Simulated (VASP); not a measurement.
HfN, 2 atoms in the cell. The structure is cubic, space group F-43m (No. 216). Conventional cell: a = 4.784 Å, b = 4.784 Å, c = 4.784 Å, α = 90.00°, β = 90.00°, γ = 90.00°. Hf (site symmetry -43m) has 4 N at 2.07 Å within 2.7 Å. Within 2.7 Å of N (site symmetry -43m) lie 4 Hf at 2.07 Å. 

* Program: VASP 6.6.1
* Task: single point
* Functional: PBE
* Potentials or basis: VASP PAW PBE potentials, release 64 (Hf_pv, N)
* Cutoff: 520 eV
* k mesh: 8 × 8 × 8
* Occupations: fermi-dirac, width 0.05 eV
* Spin: no spin polarisation
* Dipole correction: no
* Further INCAR settings: ALGO = Normal; EDIFF = 1e-06; NBANDS = 14

Potentials or basis: VASP PAW PBE potentials, release 64 (Hf_pv, N).

The run is started by

```console
$ cat potpaw_PBE.64/Hf_pv/POTCAR potpaw_PBE.64/N/POTCAR > POTCAR
$ mpirun -np 1 vasp_std > vasp.out
```

Hardware: 1 thread of Intel(R) Xeon(R) Platinum 8375C CPU @ 2.90GHz (Ice Lake), on a shared host.

Problem. Estimate the wall time of this run.

Solution. It took 14 s on 1 thread of Intel(R) Xeon(R) Platinum 8375C CPU @ 2.90GHz (Ice Lake), with other jobs on the host, peak memory 0.16 GiB. Counts: scf iterations 13, k points 29.
